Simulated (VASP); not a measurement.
Set up this calculation in VASP 6.6.1, as the native input.

```
Task                   : single point
Functional             : LDA
Potentials or basis    : VASP PAW LDA potentials, release 64 (Mg)
Cutoff                 : 600 eV
k mesh                 : 15 × 15 × 15
Occupations            : fermi-dirac, width 0.05 eV
Spin                   : no spin polarisation
Dipole correction      : no
Further INCAR settings : ALGO = Normal; EDIFF = 1e-06; NBANDS = 7
```

The structure of Mg lies in POSCAR:

```
Mg
1.0
    2.3486246015      0.0000000000      0.0000000000
    0.0000000000      2.3486246015      0.0000000000
    0.0000000000      0.0000000000      2.3486246015
Mg
1
Direct
    0.0000000000      0.0000000000      0.0000000000
```

These files were run (other wordings do the same):

INCAR

```
ALGO = Normal
EDIFF = 1E-6
ENCUT = 600
GGA = CA
GGA_COMPAT = F
ISIF = 2
ISMEAR = -1
LASPH = T
LCHARG = F
LREAL = F
LWAVE = F
NBANDS = 7
NELM = 120
PREC = Accurate
SIGMA = 0.05
```

KPOINTS

```
k-points
0
Gamma
  15 15 15
```

Potentials or basis: VASP PAW LDA potentials, release 64 (Mg).

Command:

```bash
$ cat potpaw_LDA.64/Mg/POTCAR > POTCAR
$ mpirun -np 1 vasp_std > vasp.out
```

Results of the run:

```
Pressure               : 64.4 GPa
Band gap on the k mesh : zero (band 1 reaches 12.03 eV, above the bottom of band 2 at 4.29 eV)
```

Wall time 14 s on 1 thread of Intel Xeon 8259CL, on a shared host, peak memory 0.12 GiB.
